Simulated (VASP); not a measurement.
# CoO: relaxation of shape and atoms at fixed volume with PBEsol

CoO:

```
CELL_PARAMETERS angstrom
1.50319 0.86787 2.15130
-1.50319 0.86787 2.15130
0.00000 -1.73573 2.15130
ATOMIC_POSITIONS crystal
Co 0.00000 0.00000 0.00000
O 0.50000 0.50000 0.50000
```

* Program: VASP 6.6.1
* Task: relaxation of shape and atoms at fixed volume
* Functional: PBEsol
* Potentials or basis: VASP PAW PBE potentials, release 64 (Co, O)
* Cutoff: 600 eV
* k mesh: 18 × 18 × 18
* Occupations: gaussian, width 0.1 eV
* Spin: collinear spin, ferromagnetic start
* Starting moments: [2.55, 0.32] μB
* Dipole correction: no
* Further INCAR settings: ALGO = Normal; EDIFF = 1e-06; IBRION = 2; EDIFFG = -0.01; NSW = 50; ISIF = 4

The energy gained by relaxing is 0.2 meV/atom and the ionic steps are 3. The pressure after relaxing is 10.7 GPa, the net moment is 2.41 μB per cell and the site moments are Co +2.16; O +0.21 μB. The valence electrons inside the program's atomic spheres are Co 8.08; O 5.00.

Stress tensor (GPa, compression positive):
```
10.71  0.00  0.00
 0.00 10.71  0.00
 0.00  0.00 10.59
```

The path:
| step | energy change (eV) | largest force (eV/Å) | pressure (GPa) | volume (Å³) |
| --- | --- | --- | --- | --- |
| 1 | 0.0000 | 0.0000 | 10.82 | 16.84 |
| 2 | -0.0001 | 0.0000 | 10.72 | 16.84 |
| 3 | -0.0003 | 0.0000 | 10.67 | 16.84 |

Final structure:
```cif
data_structure
_symmetry_space_group_name_H-M 'P 1'
_symmetry_Int_Tables_number 1
_cell_length_a 2.7575
_cell_length_b 2.7575
_cell_length_c 2.7575
_cell_angle_alpha 66.288
_cell_angle_beta 66.288
_cell_angle_gamma 66.288
_cell_volume 16.84
loop_
_atom_site_label
_atom_site_type_symbol
_atom_site_fract_x
_atom_site_fract_y
_atom_site_fract_z
_atom_site_occupancy
Co1 Co 0.00000 0.00000 0.00000 1
O1 O 0.50000 0.50000 0.50000 1
```

Levels at points of the mesh, in eV from the Fermi level:
Spin up:
```csv
k point,band 5,band 6,band 7,band 8,band 9,band 10,band 11,band 12
"(0.00, 0.00, 0.00)",-3.52,-3.20,-3.03,-3.03,-2.68,1.75,16.99,17.92
"(0.50, 0.00, 0.00)",-2.51,-2.22,-1.42,0.33,0.63,5.50,10.00,14.02
"(0.50, 0.50, 0.00)",-4.33,-2.73,-1.97,-1.82,-1.74,6.76,10.37,12.63
"(0.50, 0.50, 0.50)",-1.93,-1.93,-1.18,0.75,0.75,4.46,12.26,12.26
```
Spin down:
```tsv
k point	band 4	band 5	band 6	band 7	band 8	band 9
(0.00, 0.00, 0.00)	-2.71	-1.79	-1.79	-1.06	-0.36	-0.36
(0.50, 0.00, 0.00)	-4.97	-0.65	-0.52	0.48	2.48	2.81
(0.50, 0.50, 0.00)	-4.09	-2.94	-0.07	0.02	0.38	0.81
(0.50, 0.50, 0.50)	-6.45	0.06	0.06	0.42	2.97	2.97
```

Run time: 8.5 min on 1 thread of AMD EPYC 9755 128-Core Processor, on a shared host, peak memory 0.31 GiB.

Caveat: the PAW data sets were made with another functional, which shifts forces and pressure a little; a cell with one magnetic atom can't hold antiferromagnetic order, which such compounds often take; semilocal functionals often make such compounds metallic where correlation or magnetic order opens a gap, which also shifts bond lengths. With open d or f shells a metallic result of PBEsol can be an artefact of self-interaction; +U or a hybrid may open a gap.
